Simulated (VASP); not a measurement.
Runs of VASP 6.6.1 on BP. The structure is that of space group F-43m (No. 216), or close to it. The cells are those of the table. 

| cell | gap on the mesh (eV) | pressure (GPa) |
| --- | --- | --- |
| a = 3.161, b = 3.209 Å, angles 59.5, 61.0, 59.5°, 2 atoms | (a) | 4.7 |
| a = 3.294, b = 3.209 Å, angles 60.9, 58.3, 60.9°, 2 atoms | 1.11 | -8.5 |
| a = 3.307, b = 3.209 Å, angles 61.0, 58.1, 61.0°, 2 atoms | 1.07 | -9.4 |
| a = 3.233, b = 3.209 Å, angles 60.2, 59.5, 60.2°, 2 atoms | 1.35 | (b) |
| a = 3.185, b = 3.209 Å, angles 59.8, 60.5, 59.8°, 2 atoms | 1.19 | 1.9 |

Alike in all rows: task single point; level r2SCAN; potentials or basis VASP PAW PBE potentials, release 64 (B, P); no spin polarisation; k mesh 10 × 10 × 10; cutoff (eV) 520; smearing gaussian 0.05 eV.

**Question.** Fill in the values left out.

**Answer.** (a) 0.92; (b) -3.1.

Caveats: the PAW data sets were made with another functional, which shifts forces and pressure a little; the cell stands under tension (at least some runs); the cell stands under pressure (at least some runs).

A k mesh can miss the band edges.
